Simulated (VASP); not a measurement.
SnO2, 6 atoms in the cell. It takes space group I4_1/amd (No. 141, tetragonal). Conventional cell: a = 4.085 Å, b = 4.085 Å, c = 10.473 Å, α = 90.00°, β = 90.00°, γ = 90.00°. Sn (site symmetry -4m2) has 6 O at 2.11 Å within 2.8 Å. Within 2.8 Å of O (site symmetry 2mm) lie 3 Sn at 2.11 Å and 2 O at 2.60 Å. 

- Program: VASP 6.6.1
- Task: relaxation of shape and atoms at fixed volume
- Functional: PBEsol
- Potentials or basis: VASP PAW PBE potentials, release 64 (Sn_d, O)
- Cutoff: 600 eV
- k mesh: 10 × 10 × 10
- Occupations: gaussian, width 0.02 eV
- Spin: no spin polarisation
- Dipole correction: no
- Further INCAR settings: ALGO = Normal; EDIFF = 1e-06; IBRION = 2; EDIFFG = -0.01; NSW = 50; ISIF = 4

Potentials or basis: VASP PAW PBE potentials, release 64 (Sn_d, O).

Run with:

```sh
$ cat potpaw_PBE.64/Sn_d/POTCAR potpaw_PBE.64/O/POTCAR > POTCAR
$ mpirun -np 1 vasp_std > vasp.out
```

Hardware: 1 thread of Oxide Virtual Turin-like Processor (shared host).

Problem. How long does it take, and how much memory?

Solution. Run time: 36 min on 1 thread of Oxide Virtual Turin-like Processor, with other jobs on the host, peak memory 0.47 GiB. Counts: scf iterations 35, k points 102, ion steps 5.
